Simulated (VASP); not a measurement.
# Cd (Fd-3m) in VASP: further runs

The runs below take Cd through single point, with PBE.

All numbers are computed with VASP 6.6.1; they aren't measurements. Logs are shortened: lines on timing, memory, paths and dates and some standing lists are left out, and cuts for length are marked.

**1. The cell of the first run**

Symmetry: Fd-3m, No. 227, cubic system. Conventional cell: a = 6.277 Å, b = 6.277 Å, c = 6.277 Å, α = 90.00°, β = 90.00°, γ = 90.00°. Within 3.6 Å of Cd (site symmetry -43m) lie 4 Cd at 2.72 Å.

This isn't the form of Cd at room conditions, which is hcp.

**2. Single point, PBE**

The input, INCAR:

```
PREC = Accurate
ENCUT = 500
EDIFF = 1E-6
ISMEAR = -1
SIGMA = 0.1
LREAL = False
LASPH = True
NELM = 120
ALGO = Normal
ISIF = 2
LWAVE = False
LCHARG = True
GGA = PE
LELF = True
LVHAR = True
NBANDS = 19
GGA_COMPAT = False
```

The input, KPOINTS:

```
regular mesh
0
Gamma
  12 12 12
```

The input, POSCAR:

```
Cd
1.0
    0.0000000000      3.1383105104      3.1383105104
    3.1383105104      0.0000000000      3.1383105104
    3.1383105104      3.1383105104      0.0000000000
Cd
2
Direct
    1.0000000000      1.0000000000      1.0000000000
    0.2500000000      0.2500000000      0.2500000000
```

Potentials or basis: VASP PAW PBE potentials, release 64 (Cd).

Started as:

```
cat potpaw_PBE.64/Cd/POTCAR > POTCAR
mpirun -np 1 vasp_std > vasp.out
```

OUTCAR:

```text
PREC = Accurate
   ENCUT = 500
   EDIFF = 1E-6
   ISMEAR = -1
   LREAL = False
   LASPH = True
   NELM = 120
   ISIF = 2
   GGA = PE

 ion  position               nearest neighbor table
   1  0.000  0.000  0.000-   2 2.72   2 2.72   2 2.72   2 2.72
   2  0.250  0.250  0.250-   1 2.72   1 2.72   1 2.72   1 2.72

  LATTYP: Found a face centered cubic cell.
 ALAT       =     6.2766210208

  Lattice vectors:

 A1 = (   0.0000000000,   3.1383105104,   3.1383105104)
 A2 = (   3.1383105104,   0.0000000000,   3.1383105104)
 A3 = (   3.1383105104,   3.1383105104,   0.0000000000)

Analysis of symmetry for initial positions (statically):
=====================================================================
 Subroutine PRICEL returns:
 Original cell was already a primitive cell.

 Routine SETGRP: Setting up the symmetry group for a
 face centered cubic supercell.

 Subroutine GETGRP returns: Found 48 space group operations
 (whereof 24 operations were pure point group operations)
 out of a pool of 48 trial point group operations.

The static configuration has the point symmetry T_d .
 The point group associated with its full space group is O_h .

Analysis of symmetry for dynamics (positions and initial velocities):
=====================================================================
 Subroutine PRICEL returns:
 Original cell was already a primitive cell.

 Routine SETGRP: Setting up the symmetry group for a
 face centered cubic supercell.

 Subroutine GETGRP returns: Found 48 space group operations
 (whereof 24 operations were pure point group operations)
 out of a pool of 48 trial point group operations.

The dynamic configuration has the point symmetry T_d .
 The point group associated with its full space group is O_h .

 Subroutine INISYM returns: Found 48 space group operations
 (whereof 24 operations are pure point group operations),
 and found     1 'primitive' translations

----------------------------------------------------------------------------------------

                                     Primitive cell

  volume of cell :      61.8184

  direct lattice vectors                    reciprocal lattice vectors
     0.000000000  3.138310510  3.138310510    -0.159321392  0.159321392  0.159321392
     3.138310510  0.000000000  3.138310510     0.159321392 -0.159321392  0.159321392
     3.138310510  3.138310510  0.000000000     0.159321392  0.159321392 -0.159321392

  length of vectors
     4.438241287  4.438241287  4.438241287     0.275952746  0.275952746  0.275952746

[... 79 lines left out ...]
   NELM   =    120;   NELMIN=  2; NELMDL= -5     # of ELM steps
   EDIFF  = 0.1E-05   stopping-criterion for ELM
   LREAL  =      F    real-space projection
   EDIFFG = 0.1E-04   stopping-criterion for IOM
   NSW    =      0    number of steps for IOM
   IBRION =     -1    ionic relax: 0-MD 1-quasi-New 2-CG
   NFREE  =      0    steps in history (QN), initial steepest desc. (CG)
   ISIF   =      2    stress and relaxation
   ISYM   =      2    0-nonsym 1-usesym 2-fastsym
   POTIM  = 0.5000    time-step for ionic-motion
   TEBEG  =    0.0;   TEEND  =   0.0 temperature during run
   PSTRESS=    0.0 pullay stress
   NELECT =      24.0000    total number of electrons
   NUPDOWN=      -1.0000    fix difference up-down
   EMIN   =  10.00;   EMAX   =-10.00  energy-range for DOS
   EFERMI =   0.00;   METHOD = LEGACY
   ISMEAR =    -1;   SIGMA  =   0.10  broadening in eV -4-tet -1-fermi 0-gaus
   EFERMI_NEDOS =   21; number of points for ismear=-14 and -15
   IALGO  =     38    algorithm
   IMIX   =      4    mixing-type and parameters
     AMIX     =   0.40;   BMIX     =  1.00
     AMIX_MAG =   1.60;   BMIX_MAG =  1.00
  volume/ion in A,a.u.               =      30.91       208.59
  Fermi-wavevector in a.u.,A,eV,Ry     =   1.194280  2.256861 19.406040  1.426304
  Thomas-Fermi vector in A             =   2.330273
   LORBIT       =      0    0 simple, 1 ext, 2 COOP (PROOUT), +10 PAW based schemes
   GGA     = PE    functional components
   LHFCALC =     F    Hartree Fock is set to
   AEXX    =    0.0000 exact exchange contribution
   IVDW    =     0    specifies the selected vdW correction
   LEPSILON=     F    determine dielectric tensor
   LRPA    =     F    only Hartree local field effects (RPA)
 non-spin polarized calculation
  energy-cutoff  :      500.00
  volume of cell :       61.82
 maximum number of plane-waves:      1592
   NGX = 17   NGY = 17   NGZ = 17

 number of electron      23.9999985 magnetization

 Free energy of the ion-electron system (eV)
  ---------------------------------------------------
  ext. energy  EPLUGINS =         0.00000000
  ---------------------------------------------------
  free energy    TOTEN  =        -0.67753982 eV

  energy without entropy =       -0.64240925  energy(sigma->0) =       -0.65997453

 E-fermi :   0.8080     XC(G=0):  -8.9723

 val. band max:        0.8029837407   @ k =  -0.1667   0.2500   0.0833
 cond. band min:       0.8275195697   @ k =  -0.4167   0.3333   0.1667
 fundamental gap:      0.0245358290
 Fermi energy:         0.8080328902

 k-point     1 :       0.0000    0.0000    0.0000
  band No.  band energies     occupation
      1      -8.6599      2.00000
      2      -8.6599      2.00000
      3      -8.6599      2.00000
      4      -8.5993      2.00000
      5      -8.5993      2.00000
      6      -7.6895      2.00000
[... 505 lines left out ...]
      6      -8.0008      2.00000
[... 11 lines left out ...]
     18      10.7045      0.00000
     19      11.8758      0.00000

 [... further k-points ...]

------------------------ aborting loop because EDIFF is reached ----------------------------------------

  FORCE on cell =-STRESS in cart. coord.  units (eV):
  Direction    XX          YY          ZZ          XY          YZ          ZX
  --------------------------------------------------------------------------------------
  -------------------------------------------------------------------------------------
  Total        2.0655581      2.0655581      2.0655581      0.0000000      0.0000000     -0.0000000
  in kB       53.5340696     53.5340696     53.5340696      0.0000000      0.0000000     -0.0000000
  external PRESSURE =      53.5340696 kB  Pullay stress =       0.0000000 kB

 VOLUME and BASIS-vectors are now :
 -----------------------------------------------------------------------------
  energy-cutoff  :      500.00
  volume of cell :       61.82
      direct lattice vectors                 reciprocal lattice vectors
     0.000000000  3.138310510  3.138310510    -0.159321392  0.159321392  0.159321392
     3.138310510  0.000000000  3.138310510     0.159321392 -0.159321392  0.159321392
     3.138310510  3.138310510  0.000000000     0.159321392  0.159321392 -0.159321392

 POSITION                                       TOTAL-FORCE (eV/Angst)
 -----------------------------------------------------------------------------------
      0.00000      0.00000      0.00000         0.000000     -0.000000     -0.000000
      1.56916      1.56916      1.56916         0.000000      0.000000      0.000000
 -----------------------------------------------------------------------------------
    total drift:                               -0.000000      0.000000      0.000000

  FREE ENERGIE OF THE ION-ELECTRON SYSTEM (eV)
  ---------------------------------------------------
  free  energy   TOTEN  =        -0.6775398160 eV

  energy  without entropy=       -0.6424092492  energy(sigma->0) =       -0.65997453
```

stdout:

```text
POSCAR found type information on POSCAR Cd
 POSCAR found :  1 types and       2 ions
 scaLAPACK will be used
 LDA part: xc-table for (Slater+PW92), standard interpolation
 POSCAR, INCAR and KPOINTS ok, starting setup
 FFT: planning ... GRIDC
 FFT: planning ... GRID_SOFT
 FFT: planning ... GRID
 WAVECAR not read
 entering main loop
```

Run time: 18 s. Hardware: 1 thread of Intel Xeon 6975P-C (Granite Rapids), shared host; peak memory 0.21 GiB.

What came out:

```yaml
Free_energy: -0.6775 eV
Pressure: 5.4 GPa
Band_gap_on_the_k_mesh: zero (bands 12 and 13 overlap by 5.76 eV)
```

Caveat: the cell stands under pressure.

**3. Single point, PBE**

This run uses another cell than the first one, of 37.44 Å³/atom.

Changes to INCAR since step 2:

```diff
@@ -11,6 +11,4 @@
 LWAVE = False
-LCHARG = True
+LCHARG = False
 GGA = PE
-LELF = True
-LVHAR = True
 NBANDS = 19
```

The input, KPOINTS:

```
Automatic mesh
0
Gamma
  12 12 12
```

The input, POSCAR:

```
Cd
1.0
    0.0000000000      3.3452607136      3.3452607136
    3.3452607136      0.0000000000      3.3452607136
    3.3452607136      3.3452607136      0.0000000000
Cd
2
Direct
    1.0000000000      1.0000000000      1.0000000000
    0.2500000000      0.2500000000      0.2500000000
```

Potentials or basis: VASP PAW PBE potentials, release 64 (Cd).

Started as:

```
cat potpaw_PBE.64/Cd/POTCAR > POTCAR
mpirun -np 1 vasp_std > vasp.out
```

OUTCAR:

```text
PREC = Accurate
   ENCUT = 500
   EDIFF = 1E-6
   ISMEAR = -1
   LREAL = False
   LASPH = True
   NELM = 120
   ISIF = 2
   GGA = PE

 ion  position               nearest neighbor table
   1  0.000  0.000  0.000-   2 2.90   2 2.90   2 2.90   2 2.90
   2  0.250  0.250  0.250-   1 2.90   1 2.90   1 2.90   1 2.90

  LATTYP: Found a face centered cubic cell.
 ALAT       =     6.6905214272

  Lattice vectors:

 A1 = (   0.0000000000,   3.3452607136,   3.3452607136)
 A2 = (   3.3452607136,   0.0000000000,   3.3452607136)
 A3 = (   3.3452607136,   3.3452607136,   0.0000000000)

Analysis of symmetry for initial positions (statically):
=====================================================================
 Subroutine PRICEL returns:
 Original cell was already a primitive cell.

 Routine SETGRP: Setting up the symmetry group for a
 face centered cubic supercell.

 Subroutine GETGRP returns: Found 48 space group operations
 (whereof 24 operations were pure point group operations)
 out of a pool of 48 trial point group operations.

The static configuration has the point symmetry T_d .
 The point group associated with its full space group is O_h .

Analysis of symmetry for dynamics (positions and initial velocities):
=====================================================================
 Subroutine PRICEL returns:
 Original cell was already a primitive cell.

 Routine SETGRP: Setting up the symmetry group for a
 face centered cubic supercell.

 Subroutine GETGRP returns: Found 48 space group operations
 (whereof 24 operations were pure point group operations)
 out of a pool of 48 trial point group operations.

The dynamic configuration has the point symmetry T_d .
 The point group associated with its full space group is O_h .

 Subroutine INISYM returns: Found 48 space group operations
 (whereof 24 operations are pure point group operations),
 and found     1 'primitive' translations

----------------------------------------------------------------------------------------

[... 110 lines left out ...]
   IMIX   =      4    mixing-type and parameters
     AMIX     =   0.40;   BMIX     =  1.00
     AMIX_MAG =   1.60;   BMIX_MAG =  1.00
  volume/ion in A,a.u.               =      37.44       252.63
  Fermi-wavevector in a.u.,A,eV,Ry     =   1.120397  2.117243 17.079250  1.255289
  Thomas-Fermi vector in A             =   2.257043
   LORBIT       =      0    0 simple, 1 ext, 2 COOP (PROOUT), +10 PAW based schemes
   GGA     = PE    functional components
   LHFCALC =     F    Hartree Fock is set to
   AEXX    =    0.0000 exact exchange contribution
   IVDW    =     0    specifies the selected vdW correction
   LEPSILON=     F    determine dielectric tensor
   LRPA    =     F    only Hartree local field effects (RPA)
 non-spin polarized calculation
  energy-cutoff  :      500.00
  volume of cell :       74.87
 maximum number of plane-waves:      1932
   NGX = 17   NGY = 17   NGZ = 17

 number of electron      23.9999998 magnetization

 Free energy of the ion-electron system (eV)
  ---------------------------------------------------
  ext. energy  EPLUGINS =         0.00000000
  ---------------------------------------------------
  free energy    TOTEN  =        -0.85964928 eV

  energy without entropy =       -0.82184086  energy(sigma->0) =       -0.84074507

 E-fermi :   0.1040     XC(G=0):  -8.1004

 val. band max:        0.0970365219   @ k =  -0.3333   0.3333   0.1667
 cond. band min:       0.1380648554   @ k =  -0.4167   0.3333   0.0833
 fundamental gap:      0.0410283336
 Fermi energy:         0.1039761932

 k-point     1 :       0.0000    0.0000    0.0000
  band No.  band energies     occupation
      1      -9.0238      2.00000
      2      -9.0238      2.00000
      3      -9.0238      2.00000
      4      -8.9719      2.00000
      5      -8.9719      2.00000
      6      -8.3431      2.00000
[... 505 lines left out ...]
      6      -8.5385      2.00000
[... 11 lines left out ...]
     18       8.8857      0.00000
     19       9.8930      0.00000

 [... further k-points ...]

------------------------ aborting loop because EDIFF is reached ----------------------------------------

  FORCE on cell =-STRESS in cart. coord.  units (eV):
  Direction    XX          YY          ZZ          XY          YZ          ZX
  --------------------------------------------------------------------------------------
  -------------------------------------------------------------------------------------
  Total        0.0728307      0.0728307      0.0728307     -0.0000000     -0.0000000     -0.0000000
  in kB        1.5584933      1.5584933      1.5584933     -0.0000000     -0.0000000     -0.0000000
  external PRESSURE =       1.5584933 kB  Pullay stress =       0.0000000 kB

 VOLUME and BASIS-vectors are now :
 -----------------------------------------------------------------------------
  energy-cutoff  :      500.00
  volume of cell :       74.87
      direct lattice vectors                 reciprocal lattice vectors
     0.000000000  3.345260714  3.345260714    -0.149465182  0.149465182  0.149465182
     3.345260714  0.000000000  3.345260714     0.149465182 -0.149465182  0.149465182
     3.345260714  3.345260714  0.000000000     0.149465182  0.149465182 -0.149465182

 POSITION                                       TOTAL-FORCE (eV/Angst)
 -----------------------------------------------------------------------------------
      0.00000      0.00000      0.00000         0.000000      0.000000      0.000000
      1.67263      1.67263      1.67263        -0.000000     -0.000000     -0.000000
 -----------------------------------------------------------------------------------
    total drift:                                0.000000      0.000000      0.000000

  FREE ENERGIE OF THE ION-ELECTRON SYSTEM (eV)
  ---------------------------------------------------
  free  energy   TOTEN  =        -0.8596492823 eV

  energy  without entropy=       -0.8218408610  energy(sigma->0) =       -0.84074507
```

OSZICAR:

```text
N       E                     dE             d eps       ncg     rms          rms(c)
DAV:   1     0.158790978352E+03    0.15879E+03   -0.11894E+04  2760   0.111E+03
DAV:   2     0.324003782137E+01   -0.15555E+03   -0.15108E+03  2863   0.303E+02
DAV:   3    -0.897631376170E+00   -0.41377E+01   -0.41304E+01  3103   0.557E+01
DAV:   4    -0.907460061640E+00   -0.98287E-02   -0.98282E-02  3007   0.278E+00
DAV:   5    -0.907521247382E+00   -0.61186E-04   -0.61185E-04  3019   0.186E-01    0.208E+00
DAV:   6    -0.861528265835E+00    0.45993E-01   -0.13032E-01  3022   0.357E+00    0.184E+00
DAV:   7    -0.859203163530E+00    0.23251E-02   -0.12023E-02  2910   0.806E-01    0.101E+00
DAV:   8    -0.859518557318E+00   -0.31539E-03   -0.20828E-03  2895   0.442E-01    0.402E-02
DAV:   9    -0.859624082091E+00   -0.10552E-03   -0.85849E-05  2962   0.567E-02    0.259E-02
DAV:  10    -0.859648657155E+00   -0.24575E-04   -0.31992E-05  2943   0.404E-02    0.275E-03
DAV:  11    -0.859649282289E+00   -0.62513E-06   -0.20024E-06  2393   0.884E-03
   1 F= -.85964928E+00 E0= -.84074507E+00  d E =-.378084E-01
```

Run time: 34 s. Hardware: 1 thread of Intel Xeon 6975P-C (Granite Rapids), shared host; peak memory 0.23 GiB.

Results:

```yaml
Free_energy: -0.8596 eV
Pressure: 0.2 GPa
Band_gap_on_the_k_mesh: zero (bands 12 and 13 overlap by 4.62 eV)
```

The gap in the log of VASP goes by the Fermi energy; the results here count the filled bands.